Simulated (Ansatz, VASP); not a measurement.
# One calculation of Cd, two programs

```
CELL_PARAMETERS angstrom
-1.74429 1.74429 1.74429
1.74429 -1.74429 1.74429
1.74429 1.74429 -1.74429
ATOMIC_POSITIONS crystal
Cd 0.00000 0.00000 0.00000
```

Alike in both runs: task single point; functional PBE; k mesh 16 × 16 × 16; occupations gaussian, width 0.1 eV; no spin polarisation.

|  | VASP | Ansatz |
| --- | --- | --- |
| version | VASP 6.6.1 | Ansatz 0.2.0 |
| potentials or method | VASP PAW PBE potentials, release 64 (Cd), cutoff 520 eV | scalar-relativistic, plane waves, PAW |
| valence electrons in the cell | 12 | 20 |

|  | VASP | Ansatz | Ansatz less VASP |
| --- | --- | --- | --- |
| gap on the k mesh at the Fermi level (eV) | none | none | - |
| pressure (GPa) | 5.3 | 4.8 | -0.40 |

A gap of «none» marks a metal or a gap that the smearing closes. The functional is the same, so the differences come from potentials, cutoffs and numerics. VASP's potentials hold 12 valence electrons a cell and Ansatz's 20, so a difference there can come from the potentials and not from the codes.
